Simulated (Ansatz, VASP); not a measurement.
**H4C2NO in VASP and in Ansatz**

File INCAR:

```
ALGO = Normal
EDIFF = 1E-6
ENCUT = 520
GGA = PE
ISIF = 2
ISMEAR = 0
IVDW = 12
LASPH = T
LCHARG = F
LREAL = Auto
LWAVE = F
NBANDS = 68
NELM = 100
PREC = Accurate
SIGMA = 0.02
```

KPOINTS

```
k-points
0
Gamma
  4 4 2
```

POSCAR

```
H4C2NO
1.0
    5.1597534336     -2.4437803262      0.0167404470
    5.1597534336      2.4437803262      0.0167404470
   -0.1843267570      0.0000000000     11.5007538977
H C N O
16 8 4 4
Direct
    0.7576803729      0.3303660687      0.7673892025
    0.6696339313      0.2423196271      0.2326107975
    0.9286915712      0.0318077402      0.6025263988
    0.9681922598      0.0713084288      0.3974736012
    0.0881678943      0.1773678880      0.9453994635
    0.8226321120      0.9118321057      0.0546005365
    0.3846354758      0.9264287858      0.8655830912
    0.0735712142      0.6153645242      0.1344169088
    0.1629375229      0.3002577118      0.8277607663
    0.6997422882      0.8370624771      0.1722392337
    0.4309563069      0.8325871745      0.5294335893
    0.1674128255      0.5690436931      0.4705664107
    0.5486569110      0.8529272234      0.6702940784
    0.1470727766      0.4513430890      0.3297059216
    0.2528827041      0.1906867636      0.5970180167
    0.8093132364      0.7471172959      0.4029819833
    0.9135168542      0.8939484971      0.8285325067
    0.1060515029      0.0864831458      0.1714674933
    0.9717218161      0.1011135380      0.7796822597
    0.8988864620      0.0282781839      0.2203177403
    0.1176019357      0.9423880404      0.6643409536
    0.0576119596      0.8823980643      0.3356590464
    0.3515869249      0.9549413794      0.6126998131
    0.0450586206      0.6484130751      0.3873001869
    0.0719321665      0.6330200766      0.7729784040
    0.3669799234      0.9280678335      0.2270215960
    0.1645873415      0.1238075326      0.8586975821
    0.8761924674      0.8354126585      0.1413024179
    0.2557316163      0.6279177683      0.6866248176
    0.3720822317      0.7442683837      0.3133751824
    0.7282841045      0.9713754713      0.9110769811
    0.0286245287      0.2717158955      0.0889230189
```

Input for Ansatz:

```yaml
crystal:
  lattice:
    - [5.1597536153, -2.4437801787, 0.0167404946]
    - [5.1597536153, 2.4437801787, 0.0167404946]
    - [-0.1843266549, 0.0, 11.5007539577]
  atoms:
    - { symbol: H, position: [0.7576803787, 0.3303660885, 0.7673892296] }
    - { symbol: H, position: [0.6696339115, 0.2423196213, 0.2326107704] }
    - { symbol: H, position: [0.9286914558, 0.0318077805, 0.6025264204] }
    - { symbol: H, position: [0.9681922195, 0.0713085442, 0.3974735796] }
    - { symbol: H, position: [0.0881679834, 0.1773678023, 0.9453994599] }
    - { symbol: H, position: [0.8226321977, 0.9118320166, 0.0546005401] }
    - { symbol: H, position: [0.38463554, 0.9264286237, 0.865583087] }
    - { symbol: H, position: [0.0735713763, 0.61536446, 0.134416913] }
    - { symbol: H, position: [0.1629376586, 0.3002575479, 0.8277607649] }
    - { symbol: H, position: [0.6997424521, 0.8370623414, 0.1722392351] }
    - { symbol: H, position: [0.4309561988, 0.8325872033, 0.5294335595] }
    - { symbol: H, position: [0.1674127967, 0.5690438012, 0.4705664405] }
    - { symbol: H, position: [0.5486567603, 0.8529274674, 0.670294022] }
    - { symbol: H, position: [0.1470725326, 0.4513432397, 0.329705978] }
    - { symbol: H, position: [0.2528824178, 0.1906869008, 0.5970179289] }
    - { symbol: H, position: [0.8093130992, 0.7471175822, 0.4029820711] }
    - { symbol: C, position: [0.9135168862, 0.8939484646, 0.8285325053] }
    - { symbol: C, position: [0.1060515354, 0.0864831138, 0.1714674947] }
    - { symbol: C, position: [0.9717218223, 0.1011135239, 0.7796822653] }
    - { symbol: C, position: [0.8988864761, 0.0282781777, 0.2203177347] }
    - { symbol: C, position: [0.1176018826, 0.9423880678, 0.664340947] }
    - { symbol: C, position: [0.0576119322, 0.8823981174, 0.335659053] }
    - { symbol: C, position: [0.3515867737, 0.9549414895, 0.6126997668] }
    - { symbol: C, position: [0.0450585105, 0.6484132263, 0.3873002332] }
    - { symbol: "N", position: [0.0719322121, 0.6330200455, 0.7729783934] }
    - { symbol: "N", position: [0.3669799545, 0.9280677879, 0.2270216066] }
    - { symbol: "N", position: [0.1645874215, 0.1238074255, 0.8586975787] }
    - { symbol: "N", position: [0.8761925745, 0.8354125785, 0.1413024213] }
    - { symbol: O, position: [0.2557316384, 0.6279177766, 0.6866248049] }
    - { symbol: O, position: [0.3720822234, 0.7442683616, 0.3133751951] }
    - { symbol: O, position: [0.7282841528, 0.9713754223, 0.9110769869] }
    - { symbol: O, position: [0.0286245777, 0.2717158472, 0.0889230131] }
basis:
  ecutwfc: 420
kpoints:
  mp_grid: { grid: [4, 4, 2] }
hamiltonian:
  xc: pbe
  dispersion: d3bj
scf:
  occupations: { method: gaussian, width: 0.02 }
output:
  forces: true
  stress: true
  eigenvalues: true
```

Alike in both runs: task single point; functional PBE; dispersion D3(BJ); k mesh 4 × 4 × 2; occupations gaussian, width 0.02 eV; no spin polarisation.

```csv
,VASP,Ansatz
version,VASP 6.6.1,Ansatz 0.2.0
potentials or method,"VASP PAW PBE potentials, release 64 (H, C, N, O), cutoff 520 eV","scalar-relativistic, plane waves, PAW"
valence electrons in the cell,92,92
```

Ansatz gave:

| Quantity | Value |
| --- | --- |
| gap on the k mesh at the Fermi level (eV) | 3.55 |
| least direct gap on the mesh (eV) | 3.62 |
| pressure (GPa) | -0.2 |
| traceless stress, the component that is largest in VASP (GPa) | -0.17 |
| rms of the force components (eV/Å) | 0.124 |

Problem. Estimate VASP's values.

Solution. gap on the k mesh at the Fermi level (eV): 3.55; least direct gap on the mesh (eV): 3.62; pressure (GPa): 0.1; traceless stress, the component that is largest in VASP (GPa): -0.42; rms of the force components (eV/Å): 0.114.

Atom by atom the forces differ by 0.065 eV/Å (rms over components).
